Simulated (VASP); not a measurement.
# SiNi (P2_12_12_1) in VASP: notebook

The runs below take SiNi through single point, with PBEsol.

Program: VASP 6.6.1. These are calculated values, not measurements. Logs are shortened: lines on timing, memory, paths and dates and some standing lists are left out, and cuts for length are marked.

### 1 The cell of the first run

Symmetry: P2_12_12_1, No. 19, orthorhombic system. Conventional cell: a = 4.111 Å, b = 4.825 Å, c = 4.825 Å, α = 90.00°, β = 90.00°, γ = 90.00°. Si (site symmetry 1) has 7 Ni at 2.25 to 2.61 Å and 6 Si at 2.70 to 2.94 Å within 3.0 Å. Within 3.0 Å of Ni (site symmetry 1) lie 7 Si at 2.25 to 2.61 Å and 6 Ni at 2.69 to 2.93 Å.

### 2 Single point, PBEsol (strain +0.080 along x and y, -0.080 along z)

File INCAR:

```
SYSTEM = SiNi
ALGO = Normal
EDIFF = 1E-7
ENCUT = 520
GGA = PS
ISIF = 2
ISMEAR = 0
LASPH = .TRUE.
LCHARG = .FALSE.
LREAL = .FALSE.
LWAVE = .FALSE.
NBANDS = 38
NELM = 80
PREC = Accurate
SIGMA = 0.15
```

File KPOINTS:

```
k-points
0
G
  10 10 10
  0 0 0
```

File POSCAR:

```
SiNi
1.0
    4.8254151678      0.0000000000      0.0000000000
    0.0000000000      4.8254151678      0.0000000000
    0.0000000000      0.0000000000      4.1105388466
Si Ni
4 4
Direct
    0.8464645187      0.8464645187      0.8464645187
    0.6535354813      0.1535354813      0.3464645187
    0.3464645187      0.6535354813      0.1535354813
    0.1535354813      0.3464645187      0.6535354813
    0.1489904732      0.1489904732      0.1489904732
    0.3510095268      0.8510095268      0.6489904732
    0.6489904732      0.3510095268      0.8510095268
    0.8510095268      0.6489904732      0.3510095268
```

Potentials or basis: VASP PAW PBE potentials, release 64 (Si, Ni).

On the command line:

```bash
> cat potpaw_PBE.64/Si/POTCAR potpaw_PBE.64/Ni/POTCAR > POTCAR
> mpirun -np 1 vasp_std > vasp.out
```

OUTCAR:

```text
SYSTEM = SiNi
   EDIFF = 1E-7
   ENCUT = 520
   GGA = PS
   ISIF = 2
   ISMEAR = 0
   LASPH = .TRUE.
   LREAL = .FALSE.
   NELM = 80
   PREC = Accurate

 ion  position               nearest neighbor table
   1  0.846  0.846  0.846-   8 2.25   8 2.28   5 2.41   6 2.52   6 2.57   7 2.57   7 2.61   2 2.70
                             2 2.70   3 2.88   3 2.88   4 2.94   4 2.94
   2  0.654  0.154  0.346-   7 2.25   7 2.28   6 2.41   5 2.52   5 2.57   8 2.57   8 2.61   1 2.70
                             1 2.70   4 2.88   4 2.88   3 2.94   3 2.94
   3  0.346  0.654  0.154-   6 2.25   6 2.28   7 2.41   8 2.52   8 2.57   5 2.57   5 2.61   4 2.70
                             4 2.70   1 2.88   1 2.88   2 2.94   2 2.94
   4  0.154  0.346  0.654-   5 2.25   5 2.28   8 2.41   7 2.52   7 2.57   6 2.57   6 2.61   3 2.70
                             3 2.70   2 2.88   2 2.88   1 2.94   1 2.94
   5  0.149  0.149  0.149-   4 2.25   4 2.28   1 2.41   2 2.52   2 2.57   3 2.57   3 2.61   6 2.69
                             6 2.69   7 2.88   7 2.88   8 2.93   8 2.93
   6  0.351  0.851  0.649-   3 2.25   3 2.28   2 2.41   1 2.52   1 2.57   4 2.57   4 2.61   5 2.69
                             5 2.69   8 2.88   8 2.88   7 2.93   7 2.93
   7  0.649  0.351  0.851-   2 2.25   2 2.28   3 2.41   4 2.52   4 2.57   1 2.57   1 2.61   8 2.69
                             8 2.69   5 2.88   5 2.88   6 2.93   6 2.93
   8  0.851  0.649  0.351-   1 2.25   1 2.28   4 2.41   3 2.52   3 2.57   2 2.57   2 2.61   7 2.69
                             7 2.69   6 2.88   6 2.88   5 2.93   5 2.93

  LATTYP: Found a simple tetragonal cell.
 ALAT       =     4.8254151678
 C/A-ratio  =     0.8518518518

  Lattice vectors:

 A1 = (   4.8254151678,   0.0000000000,   0.0000000000)
 A2 = (   0.0000000000,   4.8254151678,   0.0000000000)
 A3 = (   0.0000000000,   0.0000000000,   4.1105388466)

Analysis of symmetry for initial positions (statically):
=====================================================================
 Subroutine PRICEL returns:
 Original cell was already a primitive cell.

 Routine SETGRP: Setting up the symmetry group for a
 simple tetragonal supercell.

 Subroutine GETGRP returns: Found  4 space group operations
 (whereof  1 operations were pure point group operations)
 out of a pool of 16 trial point group operations.

The static configuration has the point symmetry C_1 .
 The point group associated with its full space group is D_2 .

Analysis of symmetry for dynamics (positions and initial velocities):
=====================================================================
 Subroutine PRICEL returns:
 Original cell was already a primitive cell.

 Routine SETGRP: Setting up the symmetry group for a
 simple tetragonal supercell.

 Subroutine GETGRP returns: Found  4 space group operations
 (whereof  1 operations were pure point group operations)
 out of a pool of 16 trial point group operations.

The dynamic configuration has the point symmetry C_1 .
 The point group associated with its full space group is D_2 .

 Subroutine INISYM returns: Found  4 space group operations
 (whereof  1 operations are pure point group operations),
 and found     1 'primitive' translations

----------------------------------------------------------------------------------------

                                     Primitive cell

  volume of cell :      95.7124

  direct lattice vectors                    reciprocal lattice vectors
     4.825415168  0.000000000  0.000000000     0.207236054  0.000000000  0.000000000
     0.000000000  4.825415168  0.000000000     0.000000000  0.207236054  0.000000000
     0.000000000  0.000000000  4.110538847     0.000000000  0.000000000  0.243277107

  length of vectors
     4.825415168  4.825415168  4.110538847     0.207236054  0.207236054  0.243277107

  position of ions in fractional coordinates (direct lattice)
     0.846464519  0.846464519  0.846464519
     0.653535481  0.153535481  0.346464519
     0.346464519  0.653535481  0.153535481
     0.153535481  0.346464519  0.653535481
     0.148990473  0.148990473  0.148990473
     0.351009527  0.851009527  0.648990473
     0.648990473  0.351009527  0.851009527
     0.851009527  0.648990473  0.351009527

  ion indices of the primitive-cell ions
   primitive index   ion index
                 1           1
                 2           2
                 3           3
                 4           4
                 5           5
                 6           6
                 7           7
                 8           8

----------------------------------------------------------------------------------------

 KPOINTS: k-points

Automatic generation of k-mesh.
 Grid dimensions read from file:
 generate k-points for:   10   10   10

 Generating k-lattice:

  Cartesian coordinates                     Fractional coordinates (reciprocal lattice)
     0.020723605  0.000000000  0.000000000     0.100000000  0.000000000  0.000000000
     0.000000000  0.020723605  0.000000000     0.000000000  0.100000000  0.000000000
     0.000000000  0.000000000  0.024327711     0.000000000  0.000000000  0.100000000

  Length of vectors
     0.020723605  0.020723605  0.024327711

  Shift w.r.t. Gamma in fractional coordinates (k-lattice)
     0.000000000  0.000000000  0.000000000

 Subroutine IBZKPT returns following result:
 ===========================================

 Found    216 irreducible k-points:

 Following reciprocal coordinates:
            Coordinates               Weight
  0.000000  0.000000  0.000000      1.000000
  0.100000  0.000000  0.000000      2.000000
  0.000000  0.100000  0.000000      2.000000
  0.200000  0.000000  0.000000      2.000000
  0.000000  0.200000  0.000000      2.000000
  0.300000  0.000000  0.000000      2.000000
[... 16 lines left out ...]
 -0.200000  0.300000  0.000000      4.000000
  0.400000  0.200000  0.000000      4.000000
 [... further k-points ...]
   k-points           NKPTS =    216   k-points in BZ     NKDIM =    216   number of bands    NBANDS=     38
   number of dos      NEDOS =    301   number of ions     NIONS =      8
   total plane-waves  NPLWV =  41472
   dimension x,y,z NGX =    36 NGY =   36 NGZ =   32
   dimension x,y,z NGXF=    72 NGYF=   72 NGZF=   64
   ions per type =               4   4
   NGX,Y,Z   is equivalent  to a cutoff of  12.40, 12.40, 12.94 a.u.
   NGXF,Y,Z  is equivalent  to a cutoff of  24.81, 24.81, 25.88 a.u.
 SYSTEM =  SiNi
   PREC   = accura    normal or accurate (medium, high low for compatibility)
   ISTART =      0    job   : 0-new  1-cont  2-samecut
   ICHARG =      2    charge: 1-file 2-atom 10-const
   ISPIN  =      1    spin polarized calculation?
   LNONCOLLINEAR =      F non collinear calculations
   LSORBIT =      F    spin-orbit coupling
   LASPH  =      T    aspherical Exc in radial PAW
   ENCUT  =  520.0 eV  38.22 Ry    6.18 a.u.   8.97  8.97  7.64*2*pi/ulx,y,z
   NELM   =     80;   NELMIN=  2; NELMDL= -5     # of ELM steps
   EDIFF  = 0.1E-06   stopping-criterion for ELM
   LREAL  =      F    real-space projection
   EDIFFG = 0.1E-05   stopping-criterion for IOM
   NSW    =      0    number of steps for IOM
   IBRION =     -1    ionic relax: 0-MD 1-quasi-New 2-CG
   NFREE  =      0    steps in history (QN), initial steepest desc. (CG)
   ISIF   =      2    stress and relaxation
   ISYM   =      2    0-nonsym 1-usesym 2-fastsym
   POTIM  = 0.5000    time-step for ionic-motion
   TEBEG  =    0.0;   TEEND  =   0.0 temperature during run
   PSTRESS=    0.0 pullay stress
   NELECT =      56.0000    total number of electrons
   NUPDOWN=      -1.0000    fix difference up-down
   EMIN   =  10.00;   EMAX   =-10.00  energy-range for DOS
   EFERMI =   0.00;   METHOD = LEGACY
   ISMEAR =     0;   SIGMA  =   0.15  broadening in eV -4-tet -1-fermi 0-gaus
   EFERMI_NEDOS =   21; number of points for ismear=-14 and -15
   IALGO  =     38    algorithm
   IMIX   =      4    mixing-type and parameters
     AMIX     =   0.40;   BMIX     =  1.00
     AMIX_MAG =   1.60;   BMIX_MAG =  1.00
  volume/ion in A,a.u.               =      11.96        80.74
  Fermi-wavevector in a.u.,A,eV,Ry     =   1.369246  2.587500 25.508672  1.874834
  Thomas-Fermi vector in A             =   2.495138
   LORBIT       =      0    0 simple, 1 ext, 2 COOP (PROOUT), +10 PAW based schemes
   GGA     = PS    functional components
   LHFCALC =     F    Hartree Fock is set to
   AEXX    =    0.0000 exact exchange contribution
   IVDW    =     0    specifies the selected vdW correction
   LEPSILON=     F    determine dielectric tensor
   LRPA    =     F    only Hartree local field effects (RPA)
 non-spin polarized calculation
 Gauss-broadening in eV      SIGMA  =   0.15
  energy-cutoff  :      520.00
  volume of cell :       95.71
 maximum number of plane-waves:      2612
   NGX = 17   NGY = 17   NGZ = 15

 number of electron      55.9999984 magnetization

 Free energy of the ion-electron system (eV)
  ---------------------------------------------------
  ext. energy  EPLUGINS =         0.00000000
  ---------------------------------------------------
  free energy    TOTEN  =       -50.74588561 eV

  energy without entropy =      -50.71542835  energy(sigma->0) =      -50.73065698

 E-fermi :  10.9285     XC(G=0): -12.4277

 val. band max:       10.9273121601   @ k =   0.2000   0.0000   0.0000
 cond. band min:      10.9310558602   @ k =  -0.1000   0.2000   0.4000
 fundamental gap:      0.0037437001
 Fermi energy:        10.9285284485

 k-point     1 :       0.0000    0.0000    0.0000
  band No.  band energies     occupation
      1      -2.6557      2.00000
      2       1.8702      2.00000
      3       2.4882      2.00000
      4       2.9107      2.00000
      5       4.7314      2.00000
      6       5.1721      2.00000
[... 30 lines left out ...]
     37      15.8789      0.00000
     38      15.9421      0.00000
[... 941 lines left out ...]
     37      15.6285      0.00000
     38      16.5967      0.00000

 [... further k-points ...]

------------------------ aborting loop because EDIFF is reached ----------------------------------------

  FORCE on cell =-STRESS in cart. coord.  units (eV):
  Direction    XX          YY          ZZ          XY          YZ          ZX
  --------------------------------------------------------------------------------------
  -------------------------------------------------------------------------------------
  Total       -8.9370008     -8.6222805      4.1540844      0.0000000      0.0000000      0.0000000
  in kB     -149.6009165   -144.3326562     69.5372911      0.0000000      0.0000000      0.0000000
  external PRESSURE =     -74.7987606 kB  Pullay stress =       0.0000000 kB

 VOLUME and BASIS-vectors are now :
 -----------------------------------------------------------------------------
  energy-cutoff  :      520.00
  volume of cell :       95.71
      direct lattice vectors                 reciprocal lattice vectors
     4.825415168  0.000000000  0.000000000     0.207236054  0.000000000  0.000000000
     0.000000000  4.825415168  0.000000000     0.000000000  0.207236054  0.000000000
     0.000000000  0.000000000  4.110538847     0.000000000  0.000000000  0.243277107

 POSITION                                       TOTAL-FORCE (eV/Angst)
 -----------------------------------------------------------------------------------
      4.08454      4.08454      3.47943        -0.050605      0.318697      0.079059
      3.15358      0.74087      1.42416         0.050605     -0.318697      0.079059
      1.67184      3.15358      0.63111        -0.050605     -0.318697     -0.079059
      0.74087      1.67184      2.68638         0.050605      0.318697     -0.079059
      0.71894      0.71894      0.61243         0.272534     -0.446435     -0.216218
      1.69377      4.10647      2.66770        -0.272534      0.446435     -0.216218
      3.13165      1.69377      3.49811         0.272534      0.446435      0.216218
      4.10647      3.13165      1.44284        -0.272534     -0.446435      0.216218
 -----------------------------------------------------------------------------------
    total drift:                                0.000001      0.000000     -0.000000

  FREE ENERGIE OF THE ION-ELECTRON SYSTEM (eV)
  ---------------------------------------------------
  free  energy   TOTEN  =       -50.7458856148 eV

  energy  without entropy=      -50.7154283470  energy(sigma->0) =      -50.73065698
```

Wall time 4.9 min (1 thread of Intel Xeon Platinum 8559C (Emerald Rapids), shared host); peak memory 0.63 GiB.

What came out:

| Property | Result |
| --- | --- |
| Free energy | -50.7459 eV |
| Pressure | -7.5 GPa |
| Largest force | 0.566 eV/Å |
| Band gap on the k mesh | zero (band 28 reaches 11.68 eV, above the bottom of band 29 at 10.57 eV) |

Forces on the atoms (eV/Å):
```
Si  -0.051  0.319  0.079
Si   0.051 -0.319  0.079
Si  -0.051 -0.319 -0.079
Si   0.051  0.319 -0.079
Ni   0.273 -0.446 -0.216
Ni  -0.273  0.446 -0.216
Ni   0.273  0.446  0.216
Ni  -0.273 -0.446  0.216
```

Stress tensor (GPa, compression positive):
```
-14.96   0.00   0.00
  0.00 -14.43   0.00
  0.00   0.00   6.95
```

Caveat: the cell differs from its parent crystal (strain +0.080 along x and y, -0.080 along z); the PAW data sets were made with another functional, which shifts forces and pressure a little. Spin polarisation is off, so any magnetic state and its effect on volume and gap are missing.

(Continued in part 2 of 2.)
